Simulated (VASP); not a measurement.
**CoSi2 (fluorite type): single point with PBE**

CoSi2 (fluorite type):

```
Co Si
1.0
     0.00000    2.28520    2.28520
     2.28520    0.00000    2.28520
     2.28520    2.28520    0.00000
Co Si
1 2
Cartesian
  0.0000 0.0000 0.0000
  1.1426 1.1426 1.1426
  3.4278 3.4278 3.4278
```

This cell differs from its parent crystal: volume scaled by 0.62.

| Property | Result |
| --- | --- |
| Program | VASP 6.6.1 |
| Task | single point |
| Functional | PBE |
| Potentials or basis | VASP PAW PBE potentials, release 64 (Co, Si) |
| Cutoff | 520 eV |
| k mesh | 11 × 11 × 11 |
| Occupations | fermi-dirac, width 0.1 eV |
| Spin | no spin polarisation |
| Dipole correction | no |
| Further INCAR settings | ALGO = Normal; EDIFF = 1e-06; NBANDS = 16 |

* Pressure: 240.7 GPa

Levels at points of the mesh, in eV from the Fermi level:
```csv
k point,band 5,band 6,band 7,band 8,band 9,band 10,band 11,band 12,band 13,band 14
"(0.00, 0.00, 0.00)",-4.29,-4.29,3.19,3.19,3.19,5.75,5.75,5.75,6.83,8.52
```

It took 22 s on 1 thread of Intel Xeon 8259CL, on a shared host, peak memory 0.15 GiB.

 Spin polarisation is off, so any magnetic state and its effect on volume and gap are missing.
